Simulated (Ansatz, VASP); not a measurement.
## One calculation of CdS, two programs

Contents of POSCAR:

```
CdS
1.0
    0.0000000000      2.9165000000      2.9165000000
    2.9165000000      0.0000000000      2.9165000000
    2.9165000000      2.9165000000      0.0000000000
Cd S
1 1
Direct
    0.0000000000      0.0000000000      0.0000000000
    0.2500000000      0.2500000000      0.2500000000
```

INCAR.step1

```
SYSTEM = CdS
PREC = Accurate ; ENCUT = 520
ISMEAR = 0 ; SIGMA = 0.01
LREAL = .False. ; LASPH = .True.
NELM = 80 ; NBANDS = 16
GGA = PE ; ALGO = Normal
EDIFF = 1E-4 ; LWAVE = .True.
LCHARG = .False.
```

The input INCAR.step2:

```
SYSTEM = CdS
PREC = Accurate ; ENCUT = 520
EDIFF = 1E-7 ; ISMEAR = 0
SIGMA = 0.01 ; LREAL = .False.
LASPH = .True. ; NELM = 80
ALGO = Normal ; ISIF = 2
LWAVE = .False. ; LCHARG = .False.
METAGGA = R2SCAN ; LMIXTAU = .True.
NBANDS = 16 ; ISTART = 1
```

The input KPOINTS:

```
regular mesh
0
Gamma
  4 4 4
  0 0 0
```

Input for Ansatz:

```yaml
crystal:
  lattice:
    - [0.0, 2.9165, 2.9165]
    - [2.9165, 0.0, 2.9165]
    - [2.9165, 2.9165, 0.0]
  atoms:
    - { symbol: Cd, position: [0.0, 0.0, 0.0] }
    - { symbol: S, position: [0.25, 0.25, 0.25] }
basis:
  ecutwfc: 530.0
kpoints:
  mp_grid:
    grid: [4, 4, 4]
hamiltonian:
  xc: r2scan
  pseudopotentials:
    kind: paw
scf:
  occupations:
    method: fixed
output:
  eigenvalues: true
```

Alike in both runs: task single point; functional r2SCAN; k mesh 4 × 4 × 4; no spin polarisation.

```csv
,VASP,Ansatz
version,VASP 6.6.1,Ansatz 0.2.0
potentials or method,"VASP PAW PBE potentials, release 64 (Cd, S), cutoff 520 eV","plane waves, PAW"
occupations,"gaussian, width 0.01 eV",fixed
valence electrons in the cell,18,26
```

```tsv
	VASP	Ansatz	Ansatz less VASP
gap on the k mesh at the Fermi level (eV)	1.58	1.59	+0.003
```

VASP's potentials were made for PBE, not for r2SCAN. VASP's potentials hold 18 valence electrons a cell and Ansatz's 26, so a difference there can come from the potentials and not from the codes.

The k mesh is coarse, so the values compare programs but aren't converged.
